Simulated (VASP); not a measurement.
Ho2O: relaxation of cell and atoms with PBE

The system is Ho2O.

```
Ho O
1.0
    -2.35691    2.35691    5.27329
     2.35691   -2.35691    5.27329
     2.35691    2.35691   -5.27329
Ho O
4 2
Direct
  0.01448 0.51448 0.50000
  0.48552 0.98552 0.50000
  0.26448 0.26448 0.00000
  0.73552 0.73552 0.00000
  0.25000 0.75000 0.50000
  0.50000 0.50000 0.00000
```

The cell was generated, and may not be a known phase.

```json
{
  "Program": "VASP 6.6.1",
  "Task": "relaxation of cell and atoms",
  "Functional": "PBE",
  "Potentials or basis": "VASP PAW PBE potentials, release 64 (Ho_3, O), 4f in core",
  "Cutoff": "600 eV",
  "k mesh": "10 × 10 × 10",
  "Occupations": "gaussian, width 0.1 eV",
  "Spin": "no spin polarisation",
  "Dipole correction": "no",
  "Further INCAR settings": "ALGO = Normal; EDIFF = 1e-07; IBRION = 2; EDIFFG = -0.01; NSW = 100; ISIF = 3"
}
```

The relaxed volume is 19.67 Å³/atom. The relaxed cell is a = 6.242 Å, b = 6.242 Å, c = 6.242 Å, α = 135.44°, β = 135.44°, γ = 64.84°, the space group after relaxing (to 0.1 Å) is I4_1/amd (No. 141) and the energy gained by relaxing is 0.4 meV/atom. The ionic steps are 5, the pressure after relaxing is 0.0 GPa and the largest force after relaxing is 0.004 eV/Å. The band gap on the k mesh is zero (bands 24 and 25 overlap by 1.42 eV).

Forces on the atoms (eV/Å):
```
Ho   0.000  0.000  0.004
Ho   0.000  0.000 -0.004
Ho   0.000  0.000  0.004
Ho   0.000  0.000 -0.004
O    0.000  0.000  0.000
O    0.000  0.000  0.000
```

The path:
| step | energy change (eV) | largest force (eV/Å) | pressure (GPa) | volume (Å³) |
| --- | --- | --- | --- | --- |
| 1 | 0.0000 | 0.0230 | 0.67 | 117.17 |
| 2 | -0.0016 | 0.0263 | -0.43 | 118.57 |
| 3 | -0.0022 | 0.0246 | -0.06 | 118.09 |
| 4 | -0.0025 | 0.0128 | -0.03 | 118.03 |
| 5 | -0.0025 | 0.0039 | 0.01 | 118.00 |

Final structure:
```yaml
crystal:
  lattice:
    - [-2.36618, 2.36618, 5.26879]
    - [2.36618, -2.36618, 5.26879]
    - [2.36618, 2.36618, -5.26879]
  atoms:
    - { symbol: Ho, position: [0.01474, 0.51474, 0.50000] }
    - { symbol: Ho, position: [0.48526, 0.98526, 0.50000] }
    - { symbol: Ho, position: [0.26474, 0.26474, 0.00000] }
    - { symbol: Ho, position: [0.73526, 0.73526, 0.00000] }
    - { symbol: O, position: [0.25000, 0.75000, 0.50000] }
    - { symbol: O, position: [0.50000, 0.50000, 0.00000] }
```

Levels at points of the mesh, in eV from the Fermi level:
| k point | band 21 | band 22 | band 23 | band 24 | band 25 | band 26 | band 27 | band 28 |
| --- | --- | --- | --- | --- | --- | --- | --- | --- |
| (0.00, 0.00, 0.00) | -4.05 | -1.42 | -1.27 | 0.47 | 0.47 | 1.08 | 1.08 | 1.14 |
| (0.50, 0.00, 0.00) | -1.67 | -1.31 | -0.50 | -0.07 | -0.01 | 0.79 | 1.32 | 1.73 |
| (0.50, 0.50, 0.00) | -0.85 | -0.85 | -0.43 | -0.43 | 0.96 | 0.96 | 1.35 | 1.35 |
| (0.50, 0.50, 0.50) | -2.59 | -2.59 | -1.40 | -1.40 | -0.31 | -0.31 | 2.17 | 2.17 |

It took 19 min on 1 thread of Intel(R) Xeon(R) 6975P-C (Granite Rapids), on a shared host, peak memory 0.59 GiB.

Caveat: spin-orbit coupling is left out, which moves the levels of the heavy elements; the 4f electrons are frozen in the core, so they carry no moment and show no levels; the run has no spin polarisation, though such a crystal can be magnetic. Spin polarisation is off, so any magnetic state and its effect on volume and gap are missing.
